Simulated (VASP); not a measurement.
CdS, 2 atoms in the cell. It takes space group I4/mmm (No. 139, tetragonal). The conventional cell has a = 3.626 Å, b = 3.626 Å, c = 5.454 Å, α = 90.00°, β = 90.00°, γ = 90.00°. Cd (site symmetry 4/mmm) has 6 S at 2.56 to 2.73 Å within 3.4 Å. Within 3.4 Å of S (site symmetry 4/mmm) lie 6 Cd at 2.56 to 2.73 Å.  This cell differs from its parent crystal: biaxial xy strain -6.0%.

```yaml
Program: VASP 6.6.1
Task: single point
Functional: r2SCAN
Potentials_or_basis: VASP PAW PBE potentials, release 64 (Cd, S)
Cutoff: 520 eV
k_mesh: 8 × 8 × 8
Occupations: fermi-dirac, width 0.02 eV
Spin: no spin polarisation
Dipole_correction: no
Further_INCAR_settings: ALGO = Normal; EDIFF = 1e-06; NBANDS = 16
```

Potentials or basis: VASP PAW PBE potentials, release 64 (Cd, S).

Command:

```sh
$ cat potpaw_PBE.64/Cd/POTCAR potpaw_PBE.64/S/POTCAR > POTCAR
$ cp INCAR.step1 INCAR
$ mpirun -np 1 vasp_std > vasp.out
$ cp INCAR.step2 INCAR
$ mpirun -np 1 vasp_std > vasp.out
```

Hardware: 1 thread of Intel Xeon 6975P-C, with other jobs on the host.

Question: Estimate the wall time of this run.

Answer: Run time: 100 s on 1 thread of Intel Xeon 6975P-C, with other jobs on the host, peak memory 0.19 GiB. Counts: k points 59.
